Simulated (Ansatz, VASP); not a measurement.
**Ge in VASP and in Ansatz**

```
CELL_PARAMETERS angstrom
0.00000 2.82877 2.82877
2.82877 0.00000 2.82877
2.82877 2.82877 0.00000
ATOMIC_POSITIONS crystal
Ge 0.50000 0.50000 0.50000
Ge 0.75000 0.75000 0.75000
```

Alike in both runs: task single point; functional LDA; k mesh 14 × 14 × 14; occupations gaussian, width 0.15 eV; no spin polarisation.

|  | VASP | Ansatz |
| --- | --- | --- |
| version | VASP 6.6.1 | Ansatz 0.2.0 |
| potentials or method | VASP PAW LDA potentials, release 64 (Ge_d), cutoff 520 eV | scalar-relativistic, plane waves, PAW |
| valence electrons in the cell | 28 | 28 |

|  | VASP | Ansatz | Ansatz less VASP |
| --- | --- | --- | --- |
| gap on the k mesh at the Fermi level (eV) | none | none | - |
| pressure (GPa) | -1.1 | -1.3 | -0.19 |

LDA's correlation is that of Perdew and Zunger in VASP and of Perdew and Wang (1992) in Ansatz. A gap of «none» marks a metal or a gap that the smearing closes.
